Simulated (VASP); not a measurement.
# Al2O3 (R-3c) in VASP: electric field gradients with LDA

Aim: the electric field gradients of Al2O3 with LDA.

Everything below comes from runs of VASP 6.6.1. Logs are shortened: lines on timing, memory, paths and dates and some standing lists are left out, and cuts for length are marked.

### 1 The cell of the first run

Symmetry: R-3c, No. 167, trigonal system. The conventional cell has a = 4.729 Å, b = 4.729 Å, c = 12.892 Å, α = 90.00°, β = 90.00°, γ = 120.00°. Al (site symmetry 3) has 6 O at 1.84 to 1.96 Å within 2.4 Å. Within 2.4 Å of O (site symmetry 2) lie 4 Al at 1.84 to 1.96 Å.

### 2 Electric field gradients, LDA

INCAR reads:

```
SYSTEM = Al2O3
PREC = Accurate
ENCUT = 520
EDIFF = 1E-8
ISMEAR = 0
SIGMA = 0.01
LREAL = .FALSE.
LASPH = .TRUE.
NELM = 100
ALGO = Normal
ISIF = 2
LWAVE = .FALSE.
LCHARG = .FALSE.
GGA = CA
LEFG = .TRUE.
NBANDS = 35
```

KPOINTS reads:

```
regular mesh
0
G
  6 6 6
  0 0 0
```

POSCAR reads:

```
Al2O3
1.0
    2.3645822768      1.3651922140      4.2971869095
   -2.3645822768      1.3651922140      4.2971869095
    0.0000000000     -2.7303844281      4.2971869094
Al O
4 6
Direct
    0.3520241665      0.3520241665      0.3520241665
    0.1479758335      0.1479758335      0.1479758335
    0.6479758335      0.6479758335      0.6479758335
    0.8520241665      0.8520241665      0.8520241665
    0.5558602098      0.9441397902      0.2500000000
    0.2500000000      0.5558602098      0.9441397902
    0.9441397902      0.2500000000      0.5558602098
    0.4441397902      0.0558602098      0.7500000000
    0.7500000000      0.4441397902      0.0558602098
    0.0558602098      0.7500000000      0.4441397902
```

Potentials or basis: VASP PAW LDA potentials, release 64 (Al, O).

Command:

```console
$ cat potpaw_LDA.64/Al/POTCAR potpaw_LDA.64/O/POTCAR > POTCAR
$ mpirun -np 1 vasp_std > vasp.out
```

OUTCAR:

```text
SYSTEM = Al2O3
   PREC = Accurate
   ENCUT = 520
   EDIFF = 1E-8
   ISMEAR = 0
   LREAL = .FALSE.
   LASPH = .TRUE.
   NELM = 100
   ISIF = 2
   GGA = CA

 ion  position               nearest neighbor table
   1  0.352  0.352  0.352-   8 1.84  10 1.84   9 1.84   6 1.96   5 1.96   7 1.96   2 2.63   3 2.77
                             3 2.77   3 2.77   2 3.20   2 3.20   2 3.20
   2  0.148  0.148  0.148-   8 1.84   9 1.84  10 1.84   7 1.96   5 1.96   6 1.96   1 2.63   4 2.77
                             4 2.77   4 2.77   1 3.20   1 3.20   1 3.20
   3  0.648  0.648  0.648-   5 1.84   7 1.84   6 1.84   9 1.96   8 1.96  10 1.96   4 2.63   1 2.77
                             1 2.77   1 2.77   4 3.20   4 3.20   4 3.20
   4  0.852  0.852  0.852-   5 1.84   6 1.84   7 1.84  10 1.96   8 1.96   9 1.96   3 2.63   2 2.77
                             2 2.77   2 2.77   3 3.20   3 3.20   3 3.20
   5  0.556  0.944  0.250-   3 1.84   4 1.84   1 1.96   2 1.96
   6  0.250  0.556  0.944-   4 1.84   3 1.84   1 1.96   2 1.96
   7  0.944  0.250  0.556-   3 1.84   4 1.84   2 1.96   1 1.96
   8  0.444  0.056  0.750-   1 1.84   2 1.84   3 1.96   4 1.96
   9  0.750  0.444  0.056-   2 1.84   1 1.84   3 1.96   4 1.96
  10  0.056  0.750  0.444-   1 1.84   2 1.84   4 1.96   3 1.96

  LATTYP: Found a trigonal (rhomboedric) cell.
 ALAT       =     5.0912488115
 COS(alpha) =     0.5685899953

  Lattice vectors:

 A1 = (   2.3645822768,   1.3651922140,   4.2971869095)
 A2 = (  -2.3645822768,   1.3651922140,   4.2971869095)
 A3 = (   0.0000000000,  -2.7303844281,   4.2971869094)

Analysis of symmetry for initial positions (statically):
=====================================================================
 Subroutine PRICEL returns:
 Original cell was already a primitive cell.

 Routine SETGRP: Setting up the symmetry group for a
 trigonal (rhombohedral) supercell.

 Subroutine GETGRP returns: Found 12 space group operations
 (whereof  6 operations were pure point group operations)
 out of a pool of 12 trial point group operations.

The static configuration has the point symmetry S_6 .
 The point group associated with its full space group is D_3d.

Analysis of symmetry for dynamics (positions and initial velocities):
=====================================================================
 Subroutine PRICEL returns:
 Original cell was already a primitive cell.

 Routine SETGRP: Setting up the symmetry group for a
 trigonal (rhombohedral) supercell.

 Subroutine GETGRP returns: Found 12 space group operations
 (whereof  6 operations were pure point group operations)
 out of a pool of 12 trial point group operations.

The dynamic configuration has the point symmetry S_6 .
 The point group associated with its full space group is D_3d.

 Subroutine INISYM returns: Found 12 space group operations
 (whereof  6 operations are pure point group operations),
 and found     1 'primitive' translations

----------------------------------------------------------------------------------------

                                     Primitive cell

  volume of cell :      83.2307

  direct lattice vectors                    reciprocal lattice vectors
     2.364582277  1.365192214  4.297186909     0.211453839  0.122082931  0.077570127
    -2.364582277  1.365192214  4.297186909    -0.211453839  0.122082931  0.077570127
     0.000000000 -2.730384428  4.297186909     0.000000000 -0.244165862  0.077570127

  length of vectors
     5.091248811  5.091248811  5.091248811     0.256191515  0.256191515  0.256191515

  position of ions in fractional coordinates (direct lattice)
     0.352024167  0.352024167  0.352024167
     0.147975833  0.147975833  0.147975833
     0.647975833  0.647975833  0.647975833
     0.852024167  0.852024167  0.852024167
     0.555860210  0.944139790  0.250000000
     0.250000000  0.555860210  0.944139790
     0.944139790  0.250000000  0.555860210
     0.444139790  0.055860210  0.750000000
     0.750000000  0.444139790  0.055860210
     0.055860210  0.750000000  0.444139790

  ion indices of the primitive-cell ions
   primitive index   ion index
                 1           1
                 2           2
                 3           3
                 4           4
                 5           5
                 6           6
                 7           7
                 8           8
                 9           9
                10          10

----------------------------------------------------------------------------------------

 KPOINTS: regular mesh

Automatic generation of k-mesh.
 Grid dimensions read from file:
 generate k-points for:    6    6    6

 Generating k-lattice:

  Cartesian coordinates                     Fractional coordinates (reciprocal lattice)
     0.035242306  0.020347155  0.012928354     0.166666667 -0.000000000  0.000000000
[... 53 lines left out ...]
   ISPIN  =      1    spin polarized calculation?
   LNONCOLLINEAR =      F non collinear calculations
   LSORBIT =      F    spin-orbit coupling
   LASPH  =      T    aspherical Exc in radial PAW
   ENCUT  =  520.0 eV  38.22 Ry    6.18 a.u.   9.47  9.47  9.47*2*pi/ulx,y,z
   NELM   =    100;   NELMIN=  2; NELMDL= -5     # of ELM steps
   EDIFF  = 0.1E-07   stopping-criterion for ELM
   LREAL  =      F    real-space projection
   EDIFFG = 0.1E-06   stopping-criterion for IOM
   NSW    =      0    number of steps for IOM
   IBRION =     -1    ionic relax: 0-MD 1-quasi-New 2-CG
   NFREE  =      0    steps in history (QN), initial steepest desc. (CG)
   ISIF   =      2    stress and relaxation
   ISYM   =      2    0-nonsym 1-usesym 2-fastsym
   POTIM  = 0.5000    time-step for ionic-motion
   TEBEG  =    0.0;   TEEND  =   0.0 temperature during run
   PSTRESS=    0.0 pullay stress
   NELECT =      48.0000    total number of electrons
   NUPDOWN=      -1.0000    fix difference up-down
   EMIN   =  10.00;   EMAX   =-10.00  energy-range for DOS
   EFERMI =   0.00;   METHOD = LEGACY
   ISMEAR =     0;   SIGMA  =   0.01  broadening in eV -4-tet -1-fermi 0-gaus
   EFERMI_NEDOS =   21; number of points for ismear=-14 and -15
   IALGO  =     38    algorithm
   IMIX   =      4    mixing-type and parameters
     AMIX     =   0.40;   BMIX     =  1.00
     AMIX_MAG =   1.60;   BMIX_MAG =  1.00
  volume/ion in A,a.u.               =       8.32        56.17
  Fermi-wavevector in a.u.,A,eV,Ry     =   1.362680  2.575093 25.264628  1.856898
  Thomas-Fermi vector in A             =   2.489149
   LORBIT       =      0    0 simple, 1 ext, 2 COOP (PROOUT), +10 PAW based schemes
   GGA     = CA    functional components
   LHFCALC =     F    Hartree Fock is set to
   AEXX    =    0.0000 exact exchange contribution
   IVDW    =     0    specifies the selected vdW correction
   LEPSILON=     F    determine dielectric tensor
   LRPA    =     F    only Hartree local field effects (RPA)
 non-spin polarized calculation
 Gauss-broadening in eV      SIGMA  =   0.01
  energy-cutoff  :      520.00
  volume of cell :       83.23
 maximum number of plane-waves:      2259
 NGX is ok and might be reduce to    40
   NGX = 19   NGY = 19   NGZ = 19

 number of electron      48.0000010 magnetization

 Free energy of the ion-electron system (eV)
  ---------------------------------------------------
  ext. energy  EPLUGINS =         0.00000000
  ---------------------------------------------------
  free energy    TOTEN  =       -83.10346595 eV

  energy without entropy =      -83.10346595  energy(sigma->0) =      -83.10346595

 E-fermi :   6.1489     XC(G=0): -12.2689

 val. band max:        6.0677551887   @ k =   0.0000   0.0000   0.0000
 cond. band min:      12.5080080679   @ k =   0.0000   0.0000   0.0000
 fundamental gap:      6.4402528792
 Fermi energy:         6.1489266646

 k-point     1 :       0.0000    0.0000    0.0000
  band No.  band energies     occupation
      1     -13.1212      2.00000
      2     -10.6028      2.00000
      3     -10.2968      2.00000
      4     -10.2968      2.00000
      5      -9.9547      2.00000
      6      -9.9547      2.00000
[... 901 lines left out ...]
     34      19.3824      0.00000
     35      19.5794      0.00000

 [... further k-points ...]

------------------------ aborting loop because EDIFF is reached ----------------------------------------

  FORCE on cell =-STRESS in cart. coord.  units (eV):
  Direction    XX          YY          ZZ          XY          YZ          ZX
  --------------------------------------------------------------------------------------
  -------------------------------------------------------------------------------------
  Total        0.4899377      0.4899377      0.3731609      0.0000000      0.0000000      0.0000000
  in kB        9.4312166      9.4312166      7.1832828      0.0000000      0.0000000      0.0000000
  external PRESSURE =       8.6819053 kB  Pullay stress =       0.0000000 kB

 VOLUME and BASIS-vectors are now :
 -----------------------------------------------------------------------------
  energy-cutoff  :      520.00
  volume of cell :       83.23
      direct lattice vectors                 reciprocal lattice vectors
     2.364582277  1.365192214  4.297186909     0.211453839  0.122082931  0.077570127
    -2.364582277  1.365192214  4.297186909    -0.211453839  0.122082931  0.077570127
     0.000000000 -2.730384428  4.297186909     0.000000000 -0.244165862  0.077570127

 POSITION                                       TOTAL-FORCE (eV/Angst)
 -----------------------------------------------------------------------------------
      0.00000     -0.00000      4.53814         0.000000      0.000000     -0.011833
      0.00000     -0.00000      1.90764         0.000000     -0.000000      0.011833
      0.00000     -0.00000      8.35342         0.000000     -0.000000      0.011833
      0.00000     -0.00000     10.98392         0.000000      0.000000     -0.011833
     -0.91812      1.36519      7.52008        -0.008873     -0.000000      0.000000
     -0.72323     -1.47771      7.52008         0.004436     -0.007684     -0.000000
      1.64135      0.11252      7.52008         0.004436      0.007684      0.000000
      0.91812     -1.36519      5.37148         0.008873     -0.000000      0.000000
      0.72323      1.47771      5.37148        -0.004436      0.007684      0.000000
     -1.64135     -0.11252      5.37148        -0.004436     -0.007684     -0.000000
 -----------------------------------------------------------------------------------
    total drift:                               -0.000000      0.000000     -0.000000

  FREE ENERGIE OF THE ION-ELECTRON SYSTEM (eV)
  ---------------------------------------------------
  free  energy   TOTEN  =       -83.1034659511 eV

  energy  without entropy=      -83.1034659511  energy(sigma->0) =      -83.10346595

 Electric field gradients (V/A^2)
---------------------------------------------------------------------
 ion       V_xx      V_yy      V_zz      V_xy      V_xz      V_yz
---------------------------------------------------------------------
   1      -3.214    -3.214     6.427    -0.000    -0.000    -0.000
   2      -3.214    -3.214     6.427     0.000     0.000    -0.000
   3      -3.214    -3.214     6.427    -0.000    -0.000    -0.000
   4      -3.214    -3.214     6.427     0.000     0.000    -0.000
   5       8.750    -5.617    -3.133     0.000     0.000   -30.472
   6      -2.025     5.158    -3.133    -6.221    26.389    15.236
   7      -2.025     5.158    -3.133     6.221   -26.389    15.236
   8       8.750    -5.617    -3.133     0.000     0.000   -30.472
   9      -2.025     5.158    -3.133    -6.221    26.389    15.236
  10      -2.025     5.158    -3.133     6.221   -26.389    15.236
---------------------------------------------------------------------

 Electric field gradients after diagonalization (V/A^2)
 (convention: |V_zz| > |V_xx| > |V_yy|)
----------------------------------------------------------------------
 ion       V_xx      V_yy      V_zz     asymmetry (V_yy - V_xx)/ V_zz
----------------------------------------------------------------------
   1      -3.214    -3.214     6.427       0.000
   2      -3.214    -3.214     6.427       0.000
   3      -3.214    -3.214     6.427       0.000
   4      -3.214    -3.214     6.427       0.000
   5      26.122     8.750   -34.872       0.498
   6      26.122     8.750   -34.872       0.498
   7      26.122     8.750   -34.872       0.498
   8      26.122     8.750   -34.872       0.498
   9      26.122     8.750   -34.872       0.498
  10      26.122     8.750   -34.872       0.498
----------------------------------------------------------------------

           NMR quadrupolar parameters

 Cq : quadrupolar parameter    Cq=e*Q*V_zz/h
 eta: asymmetry parameters     (V_yy - V_xx)/ V_zz
 Q  : nuclear electric quadrupole moment in mb (millibarn)
----------------------------------------------------------------------
 ion       Cq(MHz)       eta       Q (mb)
----------------------------------------------------------------------
   1       0.016       0.000       1.000
   2       0.016       0.000       1.000
   3       0.016       0.000       1.000
   4       0.016       0.000       1.000
   5      -0.084       0.498       1.000
   6      -0.084       0.498       1.000
   7      -0.084       0.498       1.000
   8      -0.084       0.498       1.000
   9      -0.084       0.498       1.000
  10      -0.084       0.498       1.000
----------------------------------------------------------------------
```

It took 85 s on 1 thread of Intel Xeon Platinum 8375C at 2.90GHz (Ice Lake), shared host; peak memory 0.22 GiB.

Results:

```
Free energy                             : -83.1035 eV
Pressure                                : 0.9 GPa
Largest force                           : 0.012 eV/Å
Band gap on the k mesh                  : 6.44 eV
Largest electric field gradient by atom : Al +6.4; O -34.9 V/Å²
```

Forces on the atoms (eV/Å):
```
Al   0.000  0.000 -0.012
Al   0.000  0.000  0.012
Al   0.000  0.000  0.012
Al   0.000  0.000 -0.012
O   -0.009  0.000  0.000
O    0.004 -0.008  0.000
O    0.004  0.008  0.000
O    0.009  0.000  0.000
O   -0.004  0.008  0.000
O   -0.004 -0.008  0.000
```

Stress tensor (GPa, compression positive):
```
0.94 0.00 0.00
0.00 0.94 0.00
0.00 0.00 0.72
```

Levels at points of the mesh, in eV from the valence-band top:
```csv
k point,band 21,band 22,band 23,band 24,band 25,band 26,band 27,band 28
"(0.00, 0.00, 0.00)",-0.52,-0.04,-0.04,0.00,6.44,9.09,10.79,11.55
"(0.50, 0.00, 0.00)",-0.95,-0.95,-0.29,-0.29,9.47,9.47,9.76,9.76
"(0.50, 0.50, 0.00)",-1.06,-0.95,-0.77,-0.26,9.45,9.86,9.97,10.47
"(0.50, 0.50, 0.50)",-0.39,-0.39,-0.39,-0.39,8.77,8.77,11.01,11.01
```

Electric field gradients, principal values (V/Å²):
```
atom   least  middle  greatest (by size)
1 Al  -3.214  -3.214               6.427
2 Al  -3.214  -3.214               6.427
3 Al  -3.214  -3.214               6.427
4 Al  -3.214  -3.214               6.427
 5 O   8.750  26.122             -34.872
 6 O   8.750  26.122             -34.872
 7 O   8.750  26.122             -34.872
 8 O   8.750  26.122             -34.872
 9 O   8.750  26.122             -34.872
10 O   8.750  26.122             -34.872
```

Caveat: without QUAD_EFG the Cq values of the log hold for a quadrupole moment of 1 mb, not for the nuclei. A k mesh can miss the band edges.
